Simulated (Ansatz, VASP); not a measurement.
## One calculation of TaTe, two programs

```
Ta Te
1.0
     0.00000    2.84795    2.84795
     2.84795    0.00000    2.84795
     2.84795    2.84795    0.00000
Ta Te
1 1
Cartesian
  2.8479 2.8479 2.8479
  0.0000 0.0000 0.0000
```

Alike in both runs: task single point; functional PBE; k mesh 10 × 10 × 10; occupations gaussian, width 0.05 eV; non-collinear spin, spin-orbit coupling.

|  | VASP | Ansatz |
| --- | --- | --- |
| version | VASP 6.6.1 | Ansatz 0.2.0 |
| potentials or method | VASP PAW PBE potentials, release 64 (Ta_pv, Te), cutoff 520 eV | plane waves, PAW |
| valence electrons in the cell | 17 | 29 |

```tsv
	VASP	Ansatz	Ansatz less VASP
pressure (GPa)	0.5	0.3	-0.18
net moment per atom (μB)	0.11	0.11	0.000
```

VASP's potentials hold 17 valence electrons a cell and Ansatz's 29, so a difference there can come from the potentials and not from the codes. Ansatz's warnings: stress scf threshold loose.
